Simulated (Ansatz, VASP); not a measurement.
**One calculation of H, two programs**

```
H
1.0
    -1.17605    1.17605    1.65014
     1.17605   -1.17605    1.65014
     1.17605    1.17605   -1.65014
H
2
Cartesian
  0.0000 0.0000 2.9339
  0.0000 0.0000 0.3664
```

Alike in both runs: task single point; functional r2SCAN; k mesh 14 × 14 × 14; occupations gaussian, width 0.02 eV; no spin polarisation.

|  | VASP | Ansatz |
| --- | --- | --- |
| version | VASP 6.6.1 | Ansatz 0.2.0 |
| potentials or method | VASP PAW PBE potentials, release 64 (H), cutoff 520 eV | scalar-relativistic, plane waves, PAW |
| valence electrons in the cell | 2 | 2 |

Ansatz gave:

```
gap on the k mesh at the Fermi level (eV)                     : 7.12
least direct gap on the mesh (eV)                             : 7.58
pressure (GPa)                                                : 15.0
traceless stress, the component that is largest in VASP (GPa) : 0.01
rms of the force components (eV/Å)                            : 0.000
```

Task: Estimate VASP's values.

Result: gap on the k mesh at the Fermi level (eV): 7.14; least direct gap on the mesh (eV): 7.61; pressure (GPa): 14.6; traceless stress, the component that is largest in VASP (GPa): 0.07; rms of the force components (eV/Å): 0.009.

VASP's potentials were made for PBE, not for r2SCAN. Atom by atom the forces differ by 0.009 eV/Å (rms over components).
